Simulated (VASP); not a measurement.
# AlGeIr3 (P6/mmm) in VASP: notebook, part 3 of 3

VASP 6.6.1. The steps go on from the part before.

**4. Relaxation of cell and atoms, PBE**

INCAR reads:

```
SYSTEM = AlGeIr3
ALGO = Normal ; EDIFF = 1E-6
EDIFFG = -0.04 ; ENCUT = 600
GGA = PE ; IBRION = 2
ISIF = 3 ; ISMEAR = 0
LASPH = .True. ; LCHARG = .False.
LREAL = .False. ; LWAVE = .False.
NELM = 80 ; NSW = 90
PREC = Accurate ; SIGMA = 0.1
```

KPOINTS reads:

```
k-points
0
Gamma
  6 6 4
  0 0 0
```

POSCAR reads:

```
AlGeIr3
1.0
    4.5071003400      0.0000000000      0.0000000000
   -2.2535501700      3.9032633900      0.0000000000
    0.0000000000      0.0000000000      4.4234382300
Al Ge Ir
1 1 3
Direct
    0.0000000000      0.0000000000      0.0000000000
    0.0000000000      0.0000000000      0.5000000000
    0.5000000000      0.0000000000      0.5000000000
    0.0000000000      0.5000000000      0.5000000000
    0.5000000000      0.5000000000      0.5000000000
```

Potentials or basis: VASP PAW PBE potentials, release 64 (Al, Ge_d, Ir).

The run is started by

```bash
> cat potpaw_PBE.64/Al/POTCAR potpaw_PBE.64/Ge_d/POTCAR potpaw_PBE.64/Ir/POTCAR > POTCAR
> mpirun -np 1 vasp_std > vasp.out
```

OUTCAR:

```text
SYSTEM = AlGeIr3
   EDIFF = 1E-6
   EDIFFG = -0.04
   ENCUT = 600
   GGA = PE
   IBRION = 2
   ISIF = 3
   ISMEAR = 0
   LASPH = .True.
   LREAL = .False.
   NELM = 80
   NSW = 90
   PREC = Accurate

 ion  position               nearest neighbor table
   1  0.000  0.000  0.000-   2 2.21   2 2.21   5 3.16   4 3.16   4 3.16   5 3.16   4 3.16   4 3.16
                             5 3.16   5 3.16   3 3.16   3 3.16   3 3.16   3 3.16
   2  0.000  0.000  0.500-   1 2.21   1 2.21   5 2.25   4 2.25   4 2.25   5 2.25   3 2.25   3 2.25

   3  0.500  0.000  0.500-   4 2.25   5 2.25   5 2.25   4 2.25   2 2.25   2 2.25   1 3.16   1 3.16
                             1 3.16   1 3.16
   4  0.000  0.500  0.500-   2 2.25   3 2.25   2 2.25   3 2.25   5 2.25   5 2.25   1 3.16   1 3.16
                             1 3.16   1 3.16
   5  0.500  0.500  0.500-   2 2.25   3 2.25   3 2.25   2 2.25   4 2.25   4 2.25   1 3.16   1 3.16
                             1 3.16   1 3.16

  LATTYP: Found a hexagonal cell.
 ALAT       =     4.5071003400
 C/A-ratio  =     0.9814377086

  Lattice vectors:

 A1 = (   4.5071003400,   0.0000000000,   0.0000000000)
 A2 = (  -2.2535501700,   3.9032633900,   0.0000000000)
 A3 = (   0.0000000000,   0.0000000000,   4.4234382300)

Analysis of symmetry for initial positions (statically):
=====================================================================
 Subroutine PRICEL returns:
[... 173 lines left out ...]
  free energy    TOTEN  =       -20.05033372 eV

  energy without entropy =      -20.01056771  energy(sigma->0) =      -20.03045072

------------------------ aborting loop because EDIFF is reached ----------------------------------------

  FORCE on cell =-STRESS in cart. coord.  units (eV):
  Direction    XX          YY          ZZ          XY          YZ          ZX
  --------------------------------------------------------------------------------------
  -------------------------------------------------------------------------------------
  Total       80.4851834     80.4851833     13.6925487     -0.0000000     -0.0000000      0.0000000
  in kB     1657.0723413   1657.0723398    281.9095730     -0.0000000     -0.0000000      0.0000000
  external PRESSURE =    1198.6847514 kB  Pullay stress =       0.0000000 kB
[... 714 lines left out ...]
  FREE ENERGIE OF THE ION-ELECTRON SYSTEM (eV)
  ---------------------------------------------------
  free  energy   TOTEN  =       -16.6745493937 eV

  energy  without entropy=      -16.5081393296  energy(sigma->0) =      -16.59134436

[... ionic steps 4 to 10 ...]

--------------------------------------- Ionic step       11  -------------------------------------------

 number of electron      43.9999985 magnetization

 E-fermi :   4.4310     XC(G=0): -10.1401
[... 1305 lines left out ...]
--------------------------------------- Ionic step       13  -------------------------------------------

 number of electron      44.0000017 magnetization

 Free energy of the ion-electron system (eV)
  ---------------------------------------------------
  ext. energy  EPLUGINS =         0.00000000
  ---------------------------------------------------
  free energy    TOTEN  =       -29.85668278 eV

  energy without entropy =      -29.80539582  energy(sigma->0) =      -29.83103930

 E-fermi :   4.2532     XC(G=0): -10.0009

 val. band max:        4.2513134819   @ k =   0.1667  -0.0000   0.5000
 cond. band min:       4.2570399083   @ k =   0.0000   0.0000   0.5000
 fundamental gap:      0.0057264264
 Fermi energy:         4.2531616259
[... 639 lines left out ...]
  FREE ENERGIE OF THE ION-ELECTRON SYSTEM (eV)
  ---------------------------------------------------
  free  energy   TOTEN  =       -29.8566827806 eV

  energy  without entropy=      -29.8053958207  energy(sigma->0) =      -29.83103930

 reached required accuracy - stopping structural energy minimisation
```

OSZICAR:

```text
N       E                     dE             d eps       ncg     rms          rms(c)
DAV:   1     0.545670001307E+03    0.54567E+03   -0.22024E+04  1266   0.346E+03
DAV:   2     0.541967522133E+02   -0.49147E+03   -0.48174E+03  1102   0.857E+02
DAV:   3    -0.168239197944E+02   -0.71021E+02   -0.68118E+02  1282   0.219E+02
[... 161 lines left out ...]
DAV:   5    -0.298566604903E+02    0.21294E-02   -0.51497E-03  1366   0.569E-01    0.135E-01
DAV:   6    -0.298566576689E+02    0.28215E-05   -0.65281E-04  1426   0.203E-01    0.578E-02
DAV:   7    -0.298566795877E+02   -0.21919E-04   -0.80652E-05  1436   0.819E-02    0.127E-02
DAV:   8    -0.298566822307E+02   -0.26430E-05   -0.12485E-05  1336   0.315E-02    0.479E-03
DAV:   9    -0.298566827806E+02   -0.54991E-06   -0.17106E-06   768   0.965E-03
  13 F= -.29856683E+02 E0= -.29831039E+02  d E =-.294919E+00
```

Run time: 7.8 min. Hardware: 1 thread of AMD EPYC 7R13 (Zen 3), shared host; peak memory 0.23 GiB.

Results:

| Quantity | Value |
| --- | --- |
| Free energy | -29.8567 eV |
| Relaxed volume | 23.11 Å³/atom |
| Relaxed cell | a = 5.146 Å, b = 5.146 Å, c = 5.038 Å, α = 90.00°, β = 90.00°, γ = 120.00° |
| Space group after relaxing (to 0.1 Å) | P6/mmm (No. 191) |
| Pressure after relaxing | 0.1 GPa |
| Band gap on the k mesh | zero (bands 22 and 23 overlap by 0.77 eV) |

Final structure:
```yaml
crystal:
  lattice:
    - [5.14595, 0.00000, 0.00000]
    - [-2.57297, 4.45652, 0.00000]
    - [0.00000, 0.00000, 5.03830]
  atoms:
    - { symbol: Al, position: [0.00000, 0.00000, 0.00000] }
    - { symbol: Ge, position: [0.00000, 0.00000, 0.50000] }
    - { symbol: Ir, position: [0.50000, 0.00000, 0.50000] }
    - { symbol: Ir, position: [0.00000, 0.50000, 0.50000] }
    - { symbol: Ir, position: [0.50000, 0.50000, 0.50000] }
```

Levels at points of the mesh, in eV from the Fermi level:
```csv
k point,band 18,band 19,band 20,band 21,band 22,band 23,band 24,band 25,band 26
"(0.00, 0.00, 0.00)",-0.79,-0.67,-0.67,-0.64,0.01,0.52,0.52,1.66,2.44
"(0.50, 0.00, 0.00)",-2.08,-1.37,-1.09,-0.84,-0.45,0.08,0.21,0.42,2.54
"(0.00, 0.00, 0.50)",-0.70,-0.46,-0.46,0.00,0.49,0.49,0.98,2.03,2.78
"(0.50, 0.00, 0.50)",-1.41,-1.38,-1.21,-0.69,-0.39,-0.14,0.13,0.41,2.46
```

Caveat: the volume moved by over 15 % at a fixed basis, so the end points are rough; spin-orbit coupling is left out, which moves the levels of the heavy elements.

**5. Single point, PBE, collinear spin**

This run uses another cell than the first one, of 23.18 Å³/atom.

INCAR reads:

```
SYSTEM = AlGeIr3
PREC = Accurate
ENCUT = 520
EDIFF = 1E-7
ISMEAR = 0
SIGMA = 0.1
LREAL = .FALSE.
LASPH = .TRUE.
NELM = 150
ALGO = Normal
ISIF = 2
LWAVE = .FALSE.
LCHARG = .FALSE.
ISPIN = 2
MAGMOM = 0 0 1 1 1
LORBIT = 11
LMAXMIX = 4
GGA = PE
NBANDS = 34
```

KPOINTS reads:

```
regular mesh
0
G
  6 6 4
  0 0 0
```

Changes to POSCAR since step 4:

```diff
@@ -2,5 +2,5 @@
 1.0
-    4.5071003400      0.0000000000      0.0000000000
-   -2.2535501700      3.9032633900      0.0000000000
-    0.0000000000      0.0000000000      4.4234382300
+    5.1481307079      0.0000000000      0.0000000000
+   -2.5740653539      4.4584119750      0.0000000000
+    0.0000000000      0.0000000000      5.0495792248
 Al Ge Ir
```

The run is started by

```bash
> cat potpaw_PBE.64/Al/POTCAR potpaw_PBE.64/Ge_d/POTCAR potpaw_PBE.64/Ir/POTCAR > POTCAR
> mpirun -np 1 vasp_std > vasp.out
```

Run time: 2.8 min. Hardware: 1 thread of AMD EPYC 7R13 (Zen 3), shared host; peak memory 0.34 GiB.

Results (log left out):

```yaml
Free_energy: -29.8714 eV
Pressure: 0.1 GPa
Net_moment: 1.00 μB per cell
Site_moments: Al +0.01; Ge +0.03; Ir +0.31 μB
Valence_electrons_inside_the_program's_atomic_spheres: Al 0.72; Ge 12.49; Ir 8.25
```

Stress tensor (GPa, compression positive):
```
 0.17  0.00  0.00
 0.00  0.17  0.00
 0.00  0.00 -0.16
```

Levels at points of the mesh, in eV from the Fermi level:
Spin up:
| k point | band 19 | band 20 | band 21 | band 22 | band 23 | band 24 | band 25 | band 26 |
| --- | --- | --- | --- | --- | --- | --- | --- | --- |
| (0.00, 0.00, 0.00) | -0.78 | -0.78 | -0.67 | -0.08 | 0.40 | 0.40 | 1.60 | 2.42 |
| (0.50, 0.00, 0.00) | -1.46 | -1.11 | -0.87 | -0.57 | 0.01 | 0.15 | 0.31 | 2.49 |
| (0.00, 0.00, 0.50) | -0.50 | -0.50 | -0.09 | 0.38 | 0.38 | 0.90 | 2.04 | 2.75 |
| (0.50, 0.00, 0.50) | -1.43 | -1.29 | -0.75 | -0.48 | -0.21 | 0.12 | 0.30 | 2.46 |
Spin down:
```
           k point  band 17  band 18  band 19  band 20  band 21  band 22  band 23  band 24  band 25  band 26
(0.00, 0.00, 0.00)    -0.70    -0.70    -0.58    -0.54    -0.54     0.14     0.67     0.67     1.72     2.47
(0.50, 0.00, 0.00)    -2.06    -1.98    -1.24    -1.01    -0.76    -0.34     0.19     0.27     0.57     2.59
(0.00, 0.00, 0.50)    -0.58    -0.58    -0.37    -0.37     0.13     0.64     0.64     1.08     2.08     2.82
(0.50, 0.00, 0.50)    -1.65    -1.29    -1.29    -1.12    -0.60    -0.28    -0.06     0.19     0.56     2.49
```

Caveat: spin-orbit coupling is left out, which moves the levels of the heavy elements.

**6. Overview**

| task | spin | cell | cutoff (eV) | gap on the mesh (eV) | pressure (GPa) |
| --- | --- | --- | --- | --- | --- |
| single point | off | a = 4.507, b = 4.507, c = 4.423 Å, angles 90.0, 90.0, 120.0°, 5 atoms | 520 | none | 119.8 |
| single point | off | a = 5.148, b = 5.148, c = 5.050 Å, angles 90.0, 90.0, 120.0°, 5 atoms | 520 | none | 0.0 |
| relaxation of cell and atoms | off | relaxed from a = 4.507, b = 4.507, c = 4.423 Å, angles 90.0, 90.0, 120.0°, 5 atoms | 600 | none | 0.1 |
| single point | collinear | a = 5.148, b = 5.148, c = 5.050 Å, angles 90.0, 90.0, 120.0°, 5 atoms | 520 | none | 0.1 |

Alike in all rows: level PBE; potentials or basis VASP PAW PBE potentials, release 64 (Al, Ge_d, Ir); k mesh 6 × 6 × 4; smearing gaussian 0.1 eV.

Caveats: spin-orbit coupling is left out, which moves the levels of the heavy elements; the stress differs along the axes, from 28 to 166 GPa (at least some runs); the volume moved by over 15 % at a fixed basis, so the end points are rough (at least some runs).

Total energies depend on the potentials used, so only differences within one code and one set of settings carry meaning.

The gap in the log of VASP goes by the Fermi energy; the results here count the filled bands.